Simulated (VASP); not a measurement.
A run of VASP 6.6.1 is set up as follows.

Contents of INCAR:

```
PREC     = Accurate       # precision mode
ENCUT    = 520            # plane-wave cutoff, eV
EDIFF    = 1E-6           # SCF threshold, eV
ISMEAR   = 0              # smearing method
SIGMA    = 0.05           # smearing width, eV
LREAL    = F              # projectors in reciprocal space
LASPH    = T              # aspherical terms in the spheres
NELM     = 100            # most SCF steps
ALGO     = Normal         # electronic algorithm
ISIF     = 2              # what is computed and relaxed
LWAVE    = F              # write WAVECAR
LCHARG   = F              # write CHGCAR
GGA      = PE             # functional
NBANDS   = 24             # bands
```

Contents of KPOINTS:

```
regular mesh
0
Gamma
  6 6 6
```

Contents of POSCAR:

```
KCl
1.0
    0.0000000000     -3.1897839381     -3.1897839381
   -3.1897839381      0.0000000000     -3.1897839381
    3.1897839381      3.1897839381     -6.3795678762
K Cl
2 2
Direct
   -0.0538790291      0.0778722696     -0.0029348584
    0.5714881798      0.4162580136      0.4970651416
    0.7402893109      0.7532368964      0.7532368964
    0.2402893109      0.2532368964      0.2532368964
```

Potentials or basis: VASP PAW PBE potentials, release 64 (K_sv, Cl).

Launch:

```sh
$ cat potpaw_PBE.64/K_sv/POTCAR potpaw_PBE.64/Cl/POTCAR > POTCAR
$ mpirun -np 1 vasp_std > vasp.out
```

(1) Predict the band gap on the k mesh.

(2) Estimate the pressure.

(3) Predict the largest force.

## Answers

(1) 5.05 eV.

(2) 0.8 GPa.

(3) 0.508 eV/Å.

Caveat: the cell differs from its parent crystal (atoms displaced along several vibrational modes).
